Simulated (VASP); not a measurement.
SiO2: single point with PBEsol

The system is SiO2.

```
Si O
1.0
    -4.48511    4.48511    2.62519
     4.48511   -4.48511    2.62519
     4.48511    4.48511   -2.62519
Si O
4 8
Direct
  0.82308 0.82308 0.64617
  0.17692 0.82308 0.00000
  0.82308 0.17692 0.00000
  0.17692 0.17692 0.35383
  0.00000 0.79057 0.79057
  0.20943 0.00000 0.20943
  0.79057 0.00000 0.79057
  0.00000 0.20943 0.20943
  0.00000 0.00000 0.50000
  0.50000 0.00000 0.00000
  0.00000 0.50000 0.00000
  0.50000 0.50000 0.50000
```

* Program: VASP 6.6.1
* Task: single point
* Functional: PBEsol
* Potentials or basis: VASP PAW PBE potentials, release 64 (Si, O)
* Cutoff: 520 eV
* k mesh: 5 × 5 × 5
* Occupations: fermi-dirac, width 0.05 eV
* Spin: no spin polarisation

* Pressure: 0.4 GPa
* Largest force: 0.027 eV/Å
* Band gap on the k mesh: 5.48 eV

Forces on the atoms (eV/Å):
```
Si  -0.019 -0.019  0.000
Si  -0.019  0.019  0.000
Si   0.019 -0.019  0.000
Si   0.019  0.019  0.000
O   -0.004  0.000  0.000
O    0.000  0.004  0.000
O    0.000 -0.004  0.000
O    0.004  0.000  0.000
O    0.000  0.000  0.000
O    0.000  0.000  0.000
O    0.000  0.000  0.000
O    0.000  0.000  0.000
```

Levels at points of the mesh, in eV from the valence-band top:
```
           k point  band 28  band 29  band 30  band 31  band 32  band 33  band 34  band 35  band 36  band 37
(0.00, 0.00, 0.00)    -1.37    -0.84    -0.67    -0.01     0.00     5.48     8.38     8.40     8.83     9.11
```

Run time: 3.4 min on 1 thread of Intel(R) Xeon(R) Platinum 8375C CPU @ 2.90GHz (Ice Lake), with other jobs on the host, peak memory 0.43 GiB.

Caveat: the PAW data sets were made with another functional, which shifts forces and pressure a little; an odd mesh through Γ misses points on the zone boundary, where band edges can lie.
